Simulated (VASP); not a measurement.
Runs of VASP 6.6.1 on MgSe. The structure is that of space group Fm-3m (No. 225), or close to it. The cells are those of the table. 

```csv
level,cell,gap on the mesh (eV),pressure (GPa)
PBE+D4,"a = 3.900 Å, angles 60.0°, 2 atoms",(a),-2.6
BLYP,"a = 3.854 Å, angles 60.0°, 2 atoms",1.86,4.5
PBEsol,"a = 3.828 Å, angles 60.0°, 2 atoms",(c),1.3
BLYP,"a = 3.892 Å, angles 60.0°, 2 atoms",1.81,2.5
PBEsol,"a = 3.854 Å, angles 60.0°, 2 atoms",1.76,-0.1
BLYP,"a = 3.946 Å, angles 60.0°, 2 atoms",1.73,(b)
BLYP+D3(BJ),"a = 3.834 Å, angles 60.0°, 2 atoms",1.90,-1.3
BLYP+D3(BJ),"a = 3.854 Å, angles 60.0°, 2 atoms",1.86,-2.3
PBEsol,"a = 3.879 Å, angles 60.0°, 2 atoms",1.73,-1.3
BLYP+D3(BJ),"a = 3.858 Å, angles 60.0°, 2 atoms",1.86,-2.5
PBEsol,"a = 3.904 Å, angles 60.0°, 2 atoms",1.70,-2.4
```

Alike in all rows: task single point; potentials or basis VASP PAW PBE potentials, release 64 (Mg, Se); no spin polarisation; k mesh 8 × 8 × 8; cutoff (eV) 600; smearing gaussian 0.05 eV.

**Question.** Estimate the missing entries.

**Answer.** (a) 1.74; (b) 0.0; (c) 1.79.

Caveats: the PAW data sets were made with another functional, which shifts forces and pressure a little (some runs).

A k mesh can miss the band edges, and the runs leave out spin-orbit coupling on Se.
